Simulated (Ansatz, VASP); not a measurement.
## One calculation of SnTe, two programs

```
Sn Te
1.0
     0.00000    3.18933    3.18933
     3.18933    0.00000    3.18933
     3.18933    3.18933    0.00000
Sn Te
1 1
Direct
  0.00000 0.00000 0.00000
  0.50000 0.50000 0.50000
```

Alike in both runs: task single point; functional PBE; k mesh 4 × 4 × 4; occupations fermi-dirac, width 0.02 eV; non-collinear spin, spin-orbit coupling.

|  | VASP | Ansatz |
| --- | --- | --- |
| version | VASP 6.6.1 | Ansatz 0.2.0 |
| potentials or method | VASP PAW PBE potentials, release 64 (Sn_d, Te) | plane waves, PAW |
| plane-wave cutoff (eV) | 500 | 420 |
| valence electrons in the cell | 20 | 30 |

```tsv
	VASP	Ansatz	Ansatz less VASP
net moment per atom (μB)	0.00	0.00	0.000
```

VASP's potentials hold 20 valence electrons a cell and Ansatz's 30, so a difference there can come from the potentials and not from the codes. Ansatz's warnings: optics on partly filled bands.

The k mesh is coarse, so the values compare programs but aren't converged.
